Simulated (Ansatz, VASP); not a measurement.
**Two plane-wave programs on CsPbCl3**

INCAR

```
PREC = Accurate
ENCUT = 520
EDIFF = 1E-6
ISMEAR = 0
SIGMA = 0.02
LREAL = False
LASPH = True
NELM = 80
ALGO = Normal
ISIF = 2
LWAVE = False
LCHARG = False
GGA = PS
NBANDS = 30
```

The input KPOINTS:

```
Automatic mesh
0
Gamma
  6 6 6
```

Contents of POSCAR:

```
CsPbCl3
1.0
    5.4447678686      0.0000000000      0.0000000000
    0.0000000000      5.4447678686      0.0000000000
    0.0000000000      0.0000000000      5.4447678686
Cs Pb Cl
1 1 3
Direct
    0.0000000000      0.0000000000      0.0000000000
    0.5000000000      0.5000000000      0.5000000000
    0.5000000000      0.5000000000      0.0000000000
    0.0000000000      0.5000000000      0.5000000000
    0.5000000000      0.0000000000      0.5000000000
```

Input for Ansatz:

```yaml
crystal:
  lattice:
    - [5.4447678686, 0.0, 0.0]
    - [0.0, 5.4447678686, 0.0]
    - [0.0, 0.0, 5.4447678686]
  atoms:
    - { symbol: Cs, position: [0.0, 0.0, 0.0] }
    - { symbol: Pb, position: [0.5, 0.5, 0.5] }
    - { symbol: Cl, position: [0.5, 0.5, 0.0] }
    - { symbol: Cl, position: [0.0, 0.5, 0.5] }
    - { symbol: Cl, position: [0.5, 0.0, 0.5] }
basis:
  ecutwfc: 420
kpoints:
  mp_grid: { grid: [6, 6, 6] }
hamiltonian:
  xc: pbesol
scf:
  occupations: { method: gaussian, width: 0.02 }
output:
  forces: true
  stress: true
  eigenvalues: true
```

Alike in both runs: task single point; functional PBEsol; k mesh 6 × 6 × 6; occupations gaussian, width 0.02 eV; no spin polarisation.

|  | VASP | Ansatz |
| --- | --- | --- |
| version | VASP 6.6.1 | Ansatz 0.2.0 |
| potentials or method | VASP PAW PBE potentials, release 64 (Cs_sv, Pb_d, Cl), cutoff 520 eV | scalar-relativistic, plane waves, PAW |
| valence electrons in the cell | 44 | 44 |

|  | VASP | Ansatz | Ansatz less VASP |
| --- | --- | --- | --- |
| gap on the k mesh at the Fermi level (eV) | 1.37 | 1.36 | -0.009 |
| least direct gap on the mesh (eV) | 1.37 | 1.36 | -0.009 |
| pressure (GPa) | 2.9 | 2.9 | +0.03 |

VASP's potentials were made for PBE, not for PBEsol.

Neither program's run includes spin-orbit coupling.
